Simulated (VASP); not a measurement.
A run of VASP 6.6.1 is set up as follows.

INCAR

```
PREC = Accurate
ENCUT = 520
EDIFF = 1E-6
ISMEAR = 0
SIGMA = 0.15
LREAL = False
LASPH = True
NELM = 80
ALGO = Fast
ISIF = 2
LWAVE = False
LCHARG = True
GGA = PE
LELF = True
LVHAR = True
NBANDS = 17
```

Contents of KPOINTS:

```
Automatic mesh
0
Gamma
  12 12 6
```

Contents of POSCAR:

```
Sr
1.0
    3.7236176185      0.0000000000      0.0000000000
   -1.8618088093      4.0378642875      0.0000000000
    0.0000000000      0.0000000000      7.2587820429
Sr
2
Direct
    0.3333333333      0.6666666667      0.2500000000
    0.6666666667      0.3333333333      0.7500000000
```

Potentials or basis: VASP PAW PBE potentials, release 64 (Sr_sv).

The run is started by

```sh
$ cat potpaw_PBE.64/Sr_sv/POTCAR > POTCAR
$ mpirun -np 1 vasp_std > vasp.out
```

Q: What does it give for the pressure?

A: 0.5 GPa.

Q: Predict the band gap on the k mesh.

A: Zero (bands 10 and 11 overlap by 0.27 eV).

Q: Estimate the largest force.

A: 0.154 eV/Å.

Forces in eV/Å, atoms in the order of the input:
```
Sr   0.000  0.154  0.000
Sr   0.000 -0.154  0.000
```

Caveat: the cell differs from its parent crystal (strain +e along x and -e along y -0.1100, strain +e along z and -e/2 along x and y +0.0350); the stress differs along the axes, from -2 to 4 GPa.
